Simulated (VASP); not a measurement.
# AlAu (Pm-3m) in VASP: single point with PBEsol

Aim: the single point of AlAu with PBEsol.

All numbers are computed with VASP 6.6.1; they aren't measurements. Logs are shortened: lines on timing, memory, paths and dates and some standing lists are left out, and cuts for length are marked.

## (1) The cell of the first run

The structure is cubic, space group Pm-3m (No. 221). The conventional cell has a = 3.224 Å, b = 3.224 Å, c = 3.224 Å, α = 90.00°, β = 90.00°, γ = 90.00°. Within 3.7 Å of Al (site symmetry m-3m) lie 8 Au at 2.79 Å and 6 Al at 3.22 Å. Within 3.7 Å of Au (site symmetry m-3m) lie 8 Al at 2.79 Å and 6 Au at 3.22 Å.

## (2) Single point, PBEsol

INCAR

```
SYSTEM = AlAu
ALGO = Normal
EDIFF = 1E-6
ENCUT = 500
GGA = PS
GGA_COMPAT = .False.
ISIF = 2
ISMEAR = 1
LASPH = .True.
LCHARG = .False.
LREAL = .False.
LWAVE = .False.
NBANDS = 14
NELM = 120
PREC = Accurate
SIGMA = 0.1
```

KPOINTS

```
k-points
0
Gamma
  6 6 6
  0 0 0
```

POSCAR

```
AlAu
1.0
    3.2239420000      0.0000000000      0.0000000000
    0.0000000000      3.2239420000      0.0000000000
    0.0000000000      0.0000000000      3.2239420000
Al Au
1 1
Direct
    0.0000000000      0.0000000000      0.0000000000
    0.5000000000      0.5000000000      0.5000000000
```

Potentials or basis: VASP PAW PBE potentials, release 64 (Al, Au).

Command:

```sh
$ cat potpaw_PBE.64/Al/POTCAR potpaw_PBE.64/Au/POTCAR > POTCAR
$ mpirun -np 1 vasp_std > vasp.out
```

OUTCAR:

```text
SYSTEM = AlAu
   EDIFF = 1E-6
   ENCUT = 500
   GGA = PS
   ISIF = 2
   ISMEAR = 1
   LASPH = .True.
   LREAL = .False.
   NELM = 120
   PREC = Accurate

 ion  position               nearest neighbor table
   1  0.000  0.000  0.000-   2 2.79   2 2.79   2 2.79   2 2.79   2 2.79   2 2.79   2 2.79   2 2.79

   2  0.500  0.500  0.500-   1 2.79   1 2.79   1 2.79   1 2.79   1 2.79   1 2.79   1 2.79   1 2.79

  LATTYP: Found a simple cubic cell.
 ALAT       =     3.2239420000

  Lattice vectors:

 A1 = (   3.2239420000,   0.0000000000,   0.0000000000)
 A2 = (   0.0000000000,   3.2239420000,   0.0000000000)
 A3 = (   0.0000000000,   0.0000000000,   3.2239420000)

Analysis of symmetry for initial positions (statically):
=====================================================================
 Subroutine PRICEL returns:
 Original cell was already a primitive cell.

 Routine SETGRP: Setting up the symmetry group for a
 simple cubic supercell.

 Subroutine GETGRP returns: Found 48 space group operations
 (whereof 48 operations were pure point group operations)
 out of a pool of 48 trial point group operations.

The static configuration has the point symmetry O_h .

Analysis of symmetry for dynamics (positions and initial velocities):
=====================================================================
 Subroutine PRICEL returns:
 Original cell was already a primitive cell.

 Routine SETGRP: Setting up the symmetry group for a
 simple cubic supercell.

 Subroutine GETGRP returns: Found 48 space group operations
 (whereof 48 operations were pure point group operations)
 out of a pool of 48 trial point group operations.

The dynamic configuration has the point symmetry O_h .

 Subroutine INISYM returns: Found 48 space group operations
 (whereof 48 operations are pure point group operations),
 and found     1 'primitive' translations

----------------------------------------------------------------------------------------

                                     Primitive cell

  volume of cell :      33.5090

  direct lattice vectors                    reciprocal lattice vectors
     3.223942000  0.000000000  0.000000000     0.310179277  0.000000000  0.000000000
     0.000000000  3.223942000  0.000000000     0.000000000  0.310179277  0.000000000
     0.000000000  0.000000000  3.223942000     0.000000000  0.000000000  0.310179277

  length of vectors
     3.223942000  3.223942000  3.223942000     0.310179277  0.310179277  0.310179277

  position of ions in fractional coordinates (direct lattice)
     0.000000000  0.000000000  0.000000000
     0.500000000  0.500000000  0.500000000

  ion indices of the primitive-cell ions
   primitive index   ion index
                 1           1
                 2           2

----------------------------------------------------------------------------------------

 KPOINTS: k-points

Automatic generation of k-mesh.
 Grid dimensions read from file:
 generate k-points for:    6    6    6

 Generating k-lattice:

  Cartesian coordinates                     Fractional coordinates (reciprocal lattice)
     0.051696546  0.000000000  0.000000000     0.166666667  0.000000000  0.000000000
     0.000000000  0.051696546  0.000000000     0.000000000  0.166666667  0.000000000
     0.000000000  0.000000000  0.051696546     0.000000000  0.000000000  0.166666667

  Length of vectors
     0.051696546  0.051696546  0.051696546

  Shift w.r.t. Gamma in fractional coordinates (k-lattice)
     0.000000000  0.000000000  0.000000000

 Subroutine IBZKPT returns following result:
 ===========================================

 Found     20 irreducible k-points:

 Following reciprocal coordinates:
            Coordinates               Weight
  0.000000  0.000000  0.000000      1.000000
  0.166667  0.000000  0.000000      6.000000
  0.333333  0.000000  0.000000      6.000000
  0.500000  0.000000  0.000000      3.000000
  0.166667  0.166667  0.000000     12.000000
  0.333333  0.166667  0.000000     24.000000
[... 12 lines left out ...]
  0.500000  0.500000  0.333333      6.000000
  0.500000  0.500000  0.500000      1.000000
   k-points           NKPTS =     20   k-points in BZ     NKDIM =     20   number of bands    NBANDS=     14
   number of dos      NEDOS =    301   number of ions     NIONS =      2
   total plane-waves  NPLWV =  13824
   dimension x,y,z NGX =    24 NGY =   24 NGZ =   24
   dimension x,y,z NGXF=    48 NGYF=   48 NGZF=   48
   ions per type =               1   1
   NGX,Y,Z   is equivalent  to a cutoff of  12.38, 12.38, 12.38 a.u.
   NGXF,Y,Z  is equivalent  to a cutoff of  24.75, 24.75, 24.75 a.u.
 SYSTEM =  AlAu
   PREC   = accura    normal or accurate (medium, high low for compatibility)
   ISTART =      0    job   : 0-new  1-cont  2-samecut
   ICHARG =      2    charge: 1-file 2-atom 10-const
   ISPIN  =      1    spin polarized calculation?
   LNONCOLLINEAR =      F non collinear calculations
   LSORBIT =      F    spin-orbit coupling
   LASPH  =      T    aspherical Exc in radial PAW
   ENCUT  =  500.0 eV  36.75 Ry    6.06 a.u.   5.88  5.88  5.88*2*pi/ulx,y,z
   NELM   =    120;   NELMIN=  2; NELMDL= -5     # of ELM steps
   EDIFF  = 0.1E-05   stopping-criterion for ELM
   LREAL  =      F    real-space projection
   EDIFFG = 0.1E-04   stopping-criterion for IOM
   NSW    =      0    number of steps for IOM
   IBRION =     -1    ionic relax: 0-MD 1-quasi-New 2-CG
   NFREE  =      0    steps in history (QN), initial steepest desc. (CG)
   ISIF   =      2    stress and relaxation
   ISYM   =      2    0-nonsym 1-usesym 2-fastsym
   POTIM  = 0.5000    time-step for ionic-motion
   TEBEG  =    0.0;   TEEND  =   0.0 temperature during run
   PSTRESS=    0.0 pullay stress
   NELECT =      14.0000    total number of electrons
   NUPDOWN=      -1.0000    fix difference up-down
   EMIN   =  10.00;   EMAX   =-10.00  energy-range for DOS
   EFERMI =   0.00;   METHOD = LEGACY
   ISMEAR =     1;   SIGMA  =   0.10  broadening in eV -4-tet -1-fermi 0-gaus
   EFERMI_NEDOS =   21; number of points for ismear=-14 and -15
   IALGO  =     38    algorithm
   IMIX   =      4    mixing-type and parameters
     AMIX     =   0.40;   BMIX     =  1.00
     AMIX_MAG =   1.60;   BMIX_MAG =  1.00
  volume/ion in A,a.u.               =      16.75       113.06
  Fermi-wavevector in a.u.,A,eV,Ry     =   1.223856  2.312752 20.379123  1.497823
  Thomas-Fermi vector in A             =   2.358952
   LORBIT       =      0    0 simple, 1 ext, 2 COOP (PROOUT), +10 PAW based schemes
   GGA     = PS    functional components
   LHFCALC =     F    Hartree Fock is set to
   AEXX    =    0.0000 exact exchange contribution
   IVDW    =     0    specifies the selected vdW correction
   LEPSILON=     F    determine dielectric tensor
   LRPA    =     F    only Hartree local field effects (RPA)
 non-spin polarized calculation
 Methfessel and Paxton  Order N= 1 SIGMA  =   0.10
  energy-cutoff  :      500.00
  volume of cell :       33.51
 maximum number of plane-waves:       872
 NGX is ok and might be reduce to    24
   NGX = 11   NGY = 11   NGZ = 11

 number of electron      14.0000002 magnetization

 Free energy of the ion-electron system (eV)
  ---------------------------------------------------
  ext. energy  EPLUGINS =         0.00000000
  ---------------------------------------------------
  free energy    TOTEN  =        -8.59698658 eV

  energy without entropy =       -8.59569520  energy(sigma->0) =       -8.59655612

 E-fermi :   9.4938     XC(G=0): -11.6019

 val. band max:        9.4305431578   @ k =   0.5000   0.5000   0.3333
 cond. band min:       9.5421894557   @ k =   0.3333   0.3333   0.1667
 fundamental gap:      0.1116462979
 Fermi energy:         9.4938148463

 k-point     1 :       0.0000    0.0000    0.0000
  band No.  band energies     occupation
      1      -1.8775      2.00000
      2       2.8646      2.00000
      3       2.8646      2.00000
      4       4.7470      2.00000
      5       4.7470      2.00000
      6       4.7470      2.00000
      7      12.2781      0.00000
      8      12.2781      0.00000
      9      12.2781      0.00000
     10      16.0811      0.00000
     11      16.8464      0.00000
     12      16.8464      0.00000
     13      26.0719      0.00000
     14      26.0719      0.00000

 k-point     2 :       0.1667    0.0000    0.0000
  band No.  band energies     occupation
      1      -1.4292      2.00000
      2       2.9477      2.00000
      3       3.0164      2.00000
      4       4.4959      2.00000
      5       4.4959      2.00000
      6       4.7749      2.00000
      7       9.8231     -0.00003
      8      12.9539      0.00000
      9      12.9539      0.00000
     10      16.4177      0.00000
     11      16.6173      0.00000
     12      19.6188      0.00000
     13      23.1321      0.00000
     14      23.1321      0.00000

 k-point     3 :       0.3333    0.0000    0.0000
  band No.  band energies     occupation
      1      -0.1793      2.00000
      2       3.0489      2.00000
      3       3.1222      2.00000
      4       4.0592      2.00000
      5       4.0592      2.00000
      6       4.8312      2.00000
      7       7.0794      2.00000
      8      14.6660      0.00000
      9      14.6660      0.00000
     10      15.6061      0.00000
     11      17.3128      0.00000
     12      19.8907      0.00000
     13      19.8907      0.00000
     14      21.2425      0.00000
[... 256 lines left out ...]
 k-point    19 :       0.5000    0.5000    0.3333
  band No.  band energies     occupation
      1       2.0762      2.00000
      2       2.6222      2.00000
      3       2.6222      2.00000
      4       4.8389      2.00000
      5       5.6169      2.00000
      6       8.8997      2.00000
      7       8.9355      2.00000
      8       8.9355      2.00000
      9       9.4305      1.86831
     10      13.4939      0.00000
     11      14.7443      0.00000
     12      14.8223      0.00000
     13      14.8223      0.00000
     14      27.6089      0.00000

 k-point    20 :       0.5000    0.5000    0.5000
  band No.  band energies     occupation
      1       2.3413      2.00000
      2       2.3413      2.00000
      3       2.3413      2.00000
      4       5.6284      2.00000
      5       5.6284      2.00000
      6       9.0349      2.00000
      7      10.3598     -0.00000
      8      10.3598     -0.00000
      9      10.3598     -0.00000
     10      11.5372      0.00000
     11      13.0369      0.00000
     12      13.0369      0.00000
     13      13.0369      0.00000
     14      30.5421      0.00000

------------------------ aborting loop because EDIFF is reached ----------------------------------------

  FORCE on cell =-STRESS in cart. coord.  units (eV):
  Direction    XX          YY          ZZ          XY          YZ          ZX
  --------------------------------------------------------------------------------------
  -------------------------------------------------------------------------------------
  Total       -1.1261459     -1.1261459     -1.1261459      0.0000000      0.0000000      0.0000000
  in kB      -53.8447788    -53.8447788    -53.8447788      0.0000000      0.0000000      0.0000000
  external PRESSURE =     -53.8447788 kB  Pullay stress =       0.0000000 kB

 VOLUME and BASIS-vectors are now :
 -----------------------------------------------------------------------------
  energy-cutoff  :      500.00
  volume of cell :       33.51
      direct lattice vectors                 reciprocal lattice vectors
     3.223942000  0.000000000  0.000000000     0.310179277  0.000000000  0.000000000
     0.000000000  3.223942000  0.000000000     0.000000000  0.310179277  0.000000000
     0.000000000  0.000000000  3.223942000     0.000000000  0.000000000  0.310179277

 POSITION                                       TOTAL-FORCE (eV/Angst)
 -----------------------------------------------------------------------------------
      0.00000      0.00000      0.00000         0.000000      0.000000      0.000000
      1.61197      1.61197      1.61197         0.000000      0.000000      0.000000
 -----------------------------------------------------------------------------------
    total drift:                                0.000000     -0.000000     -0.000000

  FREE ENERGIE OF THE ION-ELECTRON SYSTEM (eV)
  ---------------------------------------------------
  free  energy   TOTEN  =        -8.5969865827 eV

  energy  without entropy=       -8.5956951994  energy(sigma->0) =       -8.59655612
```

Run time: 4.4 s. Hardware: 1 thread of AMD EPYC 9R45 (Zen 5), shared host; peak memory 0.11 GiB.

Results:

| Quantity | Value |
| --- | --- |
| Free energy | -8.5970 eV |
| Pressure | -5.4 GPa |
| Band gap on the k mesh | zero (band 7 reaches 12.28 eV, above the bottom of band 8 at 8.16 eV) |

Levels at points of the mesh, in eV from the Fermi level:
```csv
k point,band 3,band 4,band 5,band 6,band 7,band 8,band 9,band 10,band 11,band 12
"(0.00, 0.00, 0.00)",-6.63,-4.75,-4.75,-4.75,2.78,2.78,2.78,6.59,7.35,7.35
"(0.50, 0.00, 0.00)",-6.28,-5.63,-5.63,-4.63,-3.34,5.73,7.22,7.22,7.88,7.88
"(0.50, 0.50, 0.00)",-5.41,-5.41,-3.91,-3.51,-3.51,-1.33,0.67,7.13,10.74,10.74
"(0.50, 0.50, 0.50)",-7.15,-3.87,-3.87,-0.46,0.87,0.87,0.87,2.04,3.54,3.54
```

Caveat: the PAW data sets were made with another functional, which shifts forces and pressure a little; spin-orbit coupling is left out, which moves the levels of the heavy elements.
